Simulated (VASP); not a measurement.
Mn:

```
Mn
1.0
     0.00000    2.51257    2.51257
     2.51257    0.00000    2.51257
     2.51257    2.51257    0.00000
Mn
2
Direct
  0.12500 0.12500 0.12500
  0.87500 0.87500 0.87500
```

```yaml
Program: VASP 6.6.1
Task: relaxation of cell and atoms
Functional: RPBE
Potentials_or_basis: VASP PAW PBE potentials, release 64 (Mn_pv)
Cutoff: 600 eV
k_mesh: 11 × 11 × 11
Occupations: fermi-dirac, width 0.05 eV
Spin: collinear spin, antiferromagnetic start
Starting_moments: "[3.0, -3.0] μB"
```

At the start: pressure 9.6 GPa; volume 15.86 Å³/atom.

Where does the relaxation end?

Over 4 steps the energy falls by 74.1 meV/atom and the volume is 18.87 Å³/atom (+19.0 %); space group Fd-3m (No. 227, to 0.05 Å); moment 0.00 μB per cell.

Step by step:
```tsv
step	energy change (eV)	largest force (eV/Å)	pressure (GPa)	volume (Å³)
1	0.0000	0.0000	9.65	31.72
2	-0.1420	0.0000	1.45	36.31
3	-0.1473	0.0000	-0.52	38.30
4	-0.1482	0.0000	-0.03	37.75
```

Final structure:
```xyz
2
Lattice="0.0000 2.6625 2.6625 2.6625 0.0000 2.6625 2.6625 2.6625 0.0000" Properties=species:S:1:pos:R:3 pbc="T T T"
Mn    0.6656    0.6656    0.6656
Mn    4.6594    4.6594    4.6594
```

Caveat: the volume moved by over 15 % at a fixed basis, so the end points are rough; the PAW data sets were made with another functional, which shifts forces and pressure a little.
